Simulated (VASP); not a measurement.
# Sn (I4/mmm) in VASP: a series of runs

The runs below take Sn through single point, with PBE+D3(BJ), PBE+D4, PBE.

All numbers are computed with VASP 6.6.1; they aren't measurements. Logs are shortened: lines on timing, memory, paths and dates and some standing lists are left out, and cuts for length are marked.

### 1 The cell of the first run

Symmetry: I4/mmm, No. 139, tetragonal system. Conventional cell: a = 4.000 Å, b = 4.000 Å, c = 3.329 Å, α = 90.00°, β = 90.00°, γ = 90.00°. Within 4.3 Å of Sn (site symmetry 4/mmm) lie 14 Sn at 3.28 to 4.00 Å.

### 2 Single point, PBE+D3(BJ)

Contents of INCAR:

```
SYSTEM = Sn
  PREC = Accurate
  ENCUT = 520
  EDIFF = 1E-6
  ISMEAR = -1
  SIGMA = 0.05
  LREAL = .FALSE.
  LASPH = .TRUE.
  NELM = 80
  ALGO = Normal
  ISIF = 2
  LWAVE = .FALSE.
  LCHARG = .TRUE.
  GGA = PE
  IVDW = 12
  LELF = .TRUE.
  LVHAR = .TRUE.
  NBANDS = 13
```

Contents of KPOINTS:

```
Automatic mesh
0
G
  10 10 10
  0 0 0
```

Contents of POSCAR:

```
Sn
1.0
   -2.0000997265      2.0000997265      1.6645663248
    2.0000997265     -2.0000997265      1.6645663248
    2.0000997265      2.0000997265     -1.6645663248
Sn
1
Direct
    0.0000000000      0.0000000000      0.0000000000
```

Potentials or basis: VASP PAW PBE potentials, release 64 (Sn_d).

Command:

```
$ cat potpaw_PBE.64/Sn_d/POTCAR > POTCAR
$ mpirun -np 1 vasp_std > vasp.out
```

OUTCAR:

```text
SYSTEM = Sn
   PREC = Accurate
   ENCUT = 520
   EDIFF = 1E-6
   ISMEAR = -1
   LREAL = .FALSE.
   LASPH = .TRUE.
   NELM = 80
   ISIF = 2
   GGA = PE
   IVDW = 12
 IVDW          = 12

 ion  position               nearest neighbor table
   1  0.000  0.000  0.000-

  LATTYP: Found a body centered tetragonal cell.
 ALAT       =     4.0001994530
 C/A-ratio  =     0.8322416641

  Lattice vectors:

 A1 = (  -2.0000997265,   2.0000997265,   1.6645663248)
 A2 = (   2.0000997265,  -2.0000997265,   1.6645663248)
 A3 = (   2.0000997265,   2.0000997265,  -1.6645663248)

Analysis of symmetry for initial positions (statically):
=====================================================================
 Subroutine PRICEL returns:
 Original cell was already a primitive cell.

 Routine SETGRP: Setting up the symmetry group for a
 body centered tetragonal supercell.

 Subroutine GETGRP returns: Found 16 space group operations
 (whereof 16 operations were pure point group operations)
 out of a pool of 16 trial point group operations.

The static configuration has the point symmetry D_4h.

Analysis of symmetry for dynamics (positions and initial velocities):
=====================================================================
 Subroutine PRICEL returns:
 Original cell was already a primitive cell.

 Routine SETGRP: Setting up the symmetry group for a
 body centered tetragonal supercell.

 Subroutine GETGRP returns: Found 16 space group operations
 (whereof 16 operations were pure point group operations)
 out of a pool of 16 trial point group operations.

The dynamic configuration has the point symmetry D_4h.

 Subroutine INISYM returns: Found 16 space group operations
 (whereof 16 operations are pure point group operations),
 and found     1 'primitive' translations

----------------------------------------------------------------------------------------

                                     Primitive cell

  volume of cell :      26.6357

  direct lattice vectors                    reciprocal lattice vectors
    -2.000099726  2.000099726  1.664566325     0.000000000  0.249987535  0.300378539
     2.000099726 -2.000099726  1.664566325     0.249987535  0.000000000  0.300378539
     2.000099726  2.000099726 -1.664566325     0.249987535  0.249987535  0.000000000

  length of vectors
     3.282008361  3.282008361  3.282008361     0.390795386  0.390795386  0.353535762

  position of ions in fractional coordinates (direct lattice)
     0.000000000  0.000000000  0.000000000

  ion indices of the primitive-cell ions
   primitive index   ion index
                 1           1

----------------------------------------------------------------------------------------

 KPOINTS: Automatic mesh

Automatic generation of k-mesh.
 Grid dimensions read from file:
 generate k-points for:   10   10   10

 Generating k-lattice:

  Cartesian coordinates                     Fractional coordinates (reciprocal lattice)
     0.000000000  0.024998753  0.030037854     0.100000000  0.000000000 -0.000000000
     0.024998753  0.000000000  0.030037854     0.000000000  0.100000000 -0.000000000
     0.024998753  0.024998753  0.000000000     0.000000000  0.000000000  0.100000000

  Length of vectors
     0.039079539  0.039079539  0.035353576

  Shift w.r.t. Gamma in fractional coordinates (k-lattice)
     0.000000000  0.000000000  0.000000000

 Subroutine IBZKPT returns following result:
 ===========================================

 Found    102 irreducible k-points:

 Following reciprocal coordinates:
            Coordinates               Weight
  0.000000  0.000000  0.000000      1.000000
  0.100000  0.000000 -0.000000      8.000000
  0.200000  0.000000 -0.000000      8.000000
  0.300000  0.000000  0.000000      8.000000
  0.400000  0.000000 -0.000000      8.000000
  0.500000  0.000000  0.000000      4.000000
[... 16 lines left out ...]
  0.300000  0.300000  0.000000      8.000000
  0.400000  0.300000 -0.000000     16.000000
 [... further k-points ...]
   k-points           NKPTS =    102   k-points in BZ     NKDIM =    102   number of bands    NBANDS=     13
   number of dos      NEDOS =    301   number of ions     NIONS =      1
   total plane-waves  NPLWV =  13824
   dimension x,y,z NGX =    24 NGY =   24 NGZ =   24
   dimension x,y,z NGXF=    48 NGYF=   48 NGZF=   48
   ions per type =               1
   NGX,Y,Z   is equivalent  to a cutoff of  12.16, 12.16, 12.16 a.u.
   NGXF,Y,Z  is equivalent  to a cutoff of  24.31, 24.31, 24.31 a.u.
 SYSTEM =  Sn
   PREC   = accura    normal or accurate (medium, high low for compatibility)
   ISTART =      0    job   : 0-new  1-cont  2-samecut
   ICHARG =      2    charge: 1-file 2-atom 10-const
   ISPIN  =      1    spin polarized calculation?
   LNONCOLLINEAR =      F non collinear calculations
   LSORBIT =      F    spin-orbit coupling
   LASPH  =      T    aspherical Exc in radial PAW
   ENCUT  =  520.0 eV  38.22 Ry    6.18 a.u.   6.10  6.10  6.10*2*pi/ulx,y,z
   NELM   =     80;   NELMIN=  2; NELMDL= -5     # of ELM steps
   EDIFF  = 0.1E-05   stopping-criterion for ELM
   LREAL  =      F    real-space projection
   EDIFFG = 0.1E-04   stopping-criterion for IOM
   NSW    =      0    number of steps for IOM
   IBRION =     -1    ionic relax: 0-MD 1-quasi-New 2-CG
   NFREE  =      0    steps in history (QN), initial steepest desc. (CG)
   ISIF   =      2    stress and relaxation
   ISYM   =      2    0-nonsym 1-usesym 2-fastsym
   POTIM  = 0.5000    time-step for ionic-motion
   TEBEG  =    0.0;   TEEND  =   0.0 temperature during run
   PSTRESS=    0.0 pullay stress
   NELECT =      14.0000    total number of electrons
   NUPDOWN=      -1.0000    fix difference up-down
   EMIN   =  10.00;   EMAX   =-10.00  energy-range for DOS
   EFERMI =   0.00;   METHOD = LEGACY
   ISMEAR =    -1;   SIGMA  =   0.05  broadening in eV -4-tet -1-fermi 0-gaus
   EFERMI_NEDOS =   21; number of points for ismear=-14 and -15
   IALGO  =     38    algorithm
   IMIX   =      4    mixing-type and parameters
     AMIX     =   0.40;   BMIX     =  1.00
     AMIX_MAG =   1.60;   BMIX_MAG =  1.00
  volume/ion in A,a.u.               =      26.64       179.75
  Fermi-wavevector in a.u.,A,eV,Ry     =   1.321182  2.496672 23.749274  1.745522
  Thomas-Fermi vector in A             =   2.450955
   LORBIT       =      0    0 simple, 1 ext, 2 COOP (PROOUT), +10 PAW based schemes
   GGA     = PE    functional components
   LHFCALC =     F    Hartree Fock is set to
   AEXX    =    0.0000 exact exchange contribution
   IVDW    =    12    specifies the selected vdW correction
   LEPSILON=     F    determine dielectric tensor
   LRPA    =     F    only Hartree local field effects (RPA)
 non-spin polarized calculation
  energy-cutoff  :      520.00
  volume of cell :       26.64
 maximum number of plane-waves:       738
   NGX = 13   NGY = 13   NGZ = 13

 number of electron      14.0000005 magnetization

 Free energy of the ion-electron system (eV)
  ---------------------------------------------------
  ext. energy  EPLUGINS =         0.00000000
  ---------------------------------------------------
  free energy    TOTEN  =        -3.77368980 eV

  energy without entropy =       -3.76892369  energy(sigma->0) =       -3.77130674

 E-fermi :   8.2887     XC(G=0): -10.4557

 val. band max:        8.2871175315   @ k =  -0.3000  -0.4000   0.3000
 cond. band min:       8.3347814191   @ k =   0.4000   0.3000   0.1000
 fundamental gap:      0.0476638876
 Fermi energy:         8.2886518253

 k-point     1 :       0.0000    0.0000    0.0000
  band No.  band energies     occupation
      1     -13.2762      2.00000
      2     -13.2035      2.00000
      3     -13.2035      2.00000
      4     -13.1831      2.00000
      5     -13.0707      2.00000
      6      -2.9238      2.00000
      7      15.4019      0.00000
      8      15.4019      0.00000
      9      17.7725      0.00000
     10      18.8975      0.00000
     11      20.1084      0.00000
     12      20.8101      0.00000
     13      20.8101      0.00000

 k-point     2 :       0.1000    0.0000   -0.0000
  band No.  band energies     occupation
      1     -13.2667      2.00000
      2     -13.2030      2.00000
      3     -13.1983      2.00000
      4     -13.1719      2.00000
      5     -13.0764      2.00000
      6      -2.6833      2.00000
      7      14.6663      0.00000
      8      14.7467      0.00000
      9      16.2365      0.00000
     10      19.1958      0.00000
     11      19.3001      0.00000
     12      20.2599      0.00000
     13      21.0878      0.00000

 k-point     3 :       0.2000    0.0000   -0.0000
  band No.  band energies     occupation
      1     -13.2655      2.00000
      2     -13.2071      2.00000
      3     -13.1608      2.00000
      4     -13.1393      2.00000
      5     -13.0899      2.00000
      6      -1.9595      2.00000
      7      12.3179      0.00000
      8      13.4446      0.00000
      9      14.3868      0.00000
     10      17.8110      0.00000
     11      17.8125      0.00000
     12      21.2781      0.00000
     13      22.2394      0.00000
[... 305 lines left out ...]
 k-point    23 :       0.3000    0.3000    0.0000
  band No.  band energies     occupation
      1     -13.2657      2.00000
      2     -13.1741      2.00000
      3     -13.1146      2.00000
      4     -13.1096      2.00000
      5     -13.0506      2.00000
      6       3.1596      2.00000
      7       5.2342      2.00000
      8       6.7216      2.00000
      9      12.2043      0.00000
     10      17.6163      0.00000
     11      18.8299      0.00000
     12      24.0976      0.00000
     13      24.5552      0.00000

 k-point    24 :       0.4000    0.3000   -0.0000
  band No.  band energies     occupation
      1     -13.2508      2.00000
      2     -13.1633      2.00000
      3     -13.1350      2.00000
      4     -13.1011      2.00000
      5     -13.0778      2.00000
      6       2.3038      2.00000
      7       5.6533      2.00000
      8       7.1060      2.00000
      9      12.8016      0.00000
     10      17.7384      0.00000
     11      19.8298      0.00000
     12      24.1521      0.00000
     13      24.8679      0.00000

 [... further k-points ...]

------------------------ aborting loop because EDIFF is reached ----------------------------------------

 Edisp (eV)   -0.39320

 E8    (eV) :    -0.1888

  FORCE on cell =-STRESS in cart. coord.  units (eV):
  Direction    XX          YY          ZZ          XY          YZ          ZX
  --------------------------------------------------------------------------------------
  -------------------------------------------------------------------------------------
  Total      -0.04470    -0.04470    -0.04241     0.00000     0.00000    -0.00000
  in kB      -2.68880    -2.68880    -2.55094     0.00000     0.00000    -0.00000
  external pressure =       -2.64 kB  Pullay stress =        0.00 kB

 VOLUME and BASIS-vectors are now :
 -----------------------------------------------------------------------------
  energy-cutoff  :      520.00
  volume of cell :       26.64
      direct lattice vectors                 reciprocal lattice vectors
    -2.000099726  2.000099726  1.664566325     0.000000000  0.249987535  0.300378539
     2.000099726 -2.000099726  1.664566325     0.249987535  0.000000000  0.300378539
     2.000099726  2.000099726 -1.664566325     0.249987535  0.249987535  0.000000000

 POSITION                                       TOTAL-FORCE (eV/Angst)
 -----------------------------------------------------------------------------------
      0.00000      0.00000      0.00000        -0.000000      0.000000      0.000000
 -----------------------------------------------------------------------------------
    total drift:                                0.000000      0.000000      0.000000

  FREE ENERGIE OF THE ION-ELECTRON SYSTEM (eV)
  ---------------------------------------------------
  free  energy   TOTEN  =        -4.1668861467 eV

  energy  without entropy=       -4.1621200322  energy(sigma->0) =       -4.16450309
```

Run time: 7 s. Hardware: 1 thread of Intel Xeon 6975P-C (Granite Rapids), shared host; peak memory 0.16 GiB.

What came out:

* Free energy: -4.1669 eV
* Pressure: -0.3 GPa
* Band gap on the k mesh: zero (band 7 reaches 15.40 eV, above the bottom of band 8 at 6.17 eV)
* Dispersion energy per atom: -0.393 eV

Levels at points of the mesh, in eV from the Fermi level:
| k point | band 3 | band 4 | band 5 | band 6 | band 7 | band 8 | band 9 | band 10 | band 11 | band 12 |
| --- | --- | --- | --- | --- | --- | --- | --- | --- | --- | --- |
| (0.00, 0.00, 0.00) | -21.49 | -21.47 | -21.36 | -11.21 | 7.11 | 7.11 | 9.48 | 10.61 | 11.82 | 12.52 |
| (0.50, 0.00, 0.00) | -21.40 | -21.34 | -21.30 | -5.82 | -4.29 | 3.19 | 4.51 | 7.39 | 7.52 | 14.00 |
| (0.50, 0.50, 0.00) | -21.45 | -21.40 | -21.31 | -7.23 | -4.78 | 5.73 | 7.78 | 10.36 | 10.82 | 12.11 |
| (0.50, 0.50, 0.50) | -21.33 | -21.33 | -21.30 | -3.14 | -1.52 | -1.52 | 2.29 | 3.11 | 5.90 | 18.94 |

Caveat: three body term missing; spin-orbit coupling is left out, which moves the levels of the heavy elements; pairwise dispersion overbinds metals, which lowers pressure and volume.

### 3 Single point, PBE+D4

This run uses another cell than the first one, of 26.50 Å³/atom, 0.995 times its volume.

INCAR, as its differences from that of step 2:

```diff
@@ -8,4 +8,4 @@
   LASPH = .TRUE.
-  NELM = 80
-  ALGO = Normal
+  NELM = 60
+  ALGO = Fast
   ISIF = 2
@@ -14,3 +14,3 @@
   GGA = PE
-  IVDW = 12
+  IVDW = 13
   LELF = .TRUE.
```

KPOINTS is that of step 2.

Contents of POSCAR:

```
Sn
1.0
   -1.9961187951      1.9961187951      1.6624514898
    1.9961187951     -1.9961187951      1.6624514898
    1.9961187951      1.9961187951     -1.6624514898
Sn
1
Direct
    0.0000000000      0.0000000000      0.0000000000
```

Potentials or basis: VASP PAW PBE potentials, release 64 (Sn_d).

Command:

```
$ cat potpaw_PBE.64/Sn_d/POTCAR > POTCAR
$ mpirun -np 1 vasp_std > vasp.out
```

Wall time 8.8 s (1 thread of Intel Xeon 6975P-C (Granite Rapids), shared host); peak memory 0.15 GiB.

The run converged. Its results:

```
Free energy                : -4.2038 eV
Pressure                   : 0.0 GPa
Band gap on the k mesh     : zero (band 7 reaches 15.51 eV, above the bottom of band 8 at 6.21 eV)
Dispersion energy per atom : -0.432 eV
```

Levels at points of the mesh, in eV from the Fermi level:
| k point | band 4 | band 5 | band 6 | band 7 | band 8 | band 9 | band 10 | band 11 |
| --- | --- | --- | --- | --- | --- | --- | --- | --- |
| (0.00, 0.00, 0.00) | -21.48 | -21.36 | -11.25 | 7.15 | 7.15 | 9.54 | 10.64 | 11.86 |
| (0.50, 0.00, 0.00) | -21.34 | -21.31 | -5.83 | -4.32 | 3.20 | 4.53 | 7.41 | 7.54 |
| (0.50, 0.50, 0.00) | -21.41 | -21.32 | -7.24 | -4.81 | 5.74 | 7.81 | 10.38 | 10.83 |
| (0.50, 0.50, 0.50) | -21.33 | -21.30 | -3.11 | -1.53 | -1.53 | 2.29 | 3.10 | 5.90 |

Caveat: spin-orbit coupling is left out, which moves the levels of the heavy elements; pairwise dispersion overbinds metals, which lowers pressure and volume.

[end of part 1 of 2]
